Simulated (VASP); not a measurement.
Set up this calculation in VASP 6.6.1, as the native input.

- Task: single point
- Functional: PBE
- Potentials or basis: VASP PAW PBE potentials, release 64 (Sn_d, O)
- Cutoff: 520 eV
- k mesh: 4 × 4 × 6
- Occupations: gaussian, width 0.1 eV
- Spin: no spin polarisation
- Dipole correction: no
- Further INCAR settings: ALGO = Normal; EDIFF = 1e-06; NBANDS = 35

The structure of SnO2 lies in POSCAR:

```
SnO2
1.0
    4.8234121318      0.0000000000      0.0000000000
    0.0000000000      4.8234121318      0.0000000000
    0.0000000000      0.0000000000      3.2406037065
Sn O
2 4
Direct
    0.5000000000      0.5000000000      0.5000000000
    0.0000000000      0.0000000000      0.0000000000
    0.1936276816      0.8063723184      0.5000000000
    0.8063723184      0.1936276816      0.5000000000
    0.3063723184      0.3063723184      0.0000000000
    0.6936276816      0.6936276816      0.0000000000
```

These files were run (other wordings do the same):

INCAR

```
SYSTEM = SnO2
ALGO = Normal ; EDIFF = 1E-6
ENCUT = 520 ; GGA = PE
ISIF = 2 ; ISMEAR = 0
LASPH = .TRUE. ; LCHARG = .FALSE.
LREAL = .FALSE. ; LWAVE = .FALSE.
NBANDS = 35 ; NELM = 100
PREC = Accurate ; SIGMA = 0.1
```

KPOINTS

```
k-points
0
G
  4 4 6
  0 0 0
```

Potentials or basis: VASP PAW PBE potentials, release 64 (Sn_d, O).

The run is started by

```bash
$ cat potpaw_PBE.64/Sn_d/POTCAR potpaw_PBE.64/O/POTCAR > POTCAR
$ mpirun -np 1 vasp_std > vasp.out
```

Results of the run:

```json
{
  "Pressure": "0.7 GPa",
  "Largest force": "0.013 eV/Å",
  "Band gap on the k mesh": "0.67 eV, direct"
}
```

Caveat: spin-orbit coupling is left out, which moves the levels of the heavy elements.

Run time: 44 s on 1 thread of Intel(R) Xeon(R) Platinum 8259CL CPU @ 2.50GHz (Skylake/Cascade Lake), with other jobs on the host, peak memory 0.2 GiB.
